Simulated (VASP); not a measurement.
GaN, 2 atoms in the cell. The structure is cubic, space group Fm-3m (No. 225). Conventional cell: a = 4.270 Å, b = 4.270 Å, c = 4.270 Å, α = 90.00°, β = 90.00°, γ = 90.00°. Within 2.8 Å of Ga (site symmetry m-3m) lie 6 N at 2.14 Å. N (site symmetry m-3m) has 6 Ga at 2.14 Å within 2.8 Å. 

| Quantity | Value |
| --- | --- |
| Program | VASP 6.6.1 |
| Task | vibrations by perturbation theory |
| Functional | LDA |
| Potentials or basis | VASP PAW LDA potentials, release 64 (Ga_d, N) |
| Cutoff | 600 eV |
| k mesh | 8 × 8 × 8 |
| Occupations | gaussian, width 0.01 eV |
| Spin | no spin polarisation |
| Dipole correction | no |
| Further INCAR settings | ALGO = Normal; EDIFF = 1e-08; NBANDS = 16; IBRION = 8; NSW = 1 |

Potentials or basis: VASP PAW LDA potentials, release 64 (Ga_d, N).

Launch:

```sh
$ cat potpaw_LDA.64/Ga_d/POTCAR potpaw_LDA.64/N/POTCAR > POTCAR
$ mpirun -np 1 vasp_std > vasp.out
```

Hardware: 1 thread of Intel(R) Xeon(R) Platinum 8488C (Sapphire Rapids) (shared host).

Estimate the wall time of this run.

Wall time 31 s on 1 thread of Intel(R) Xeon(R) Platinum 8488C (Sapphire Rapids), with other jobs on the host, peak memory 0.17 GiB. Counts: scf iterations 39, k points 29.
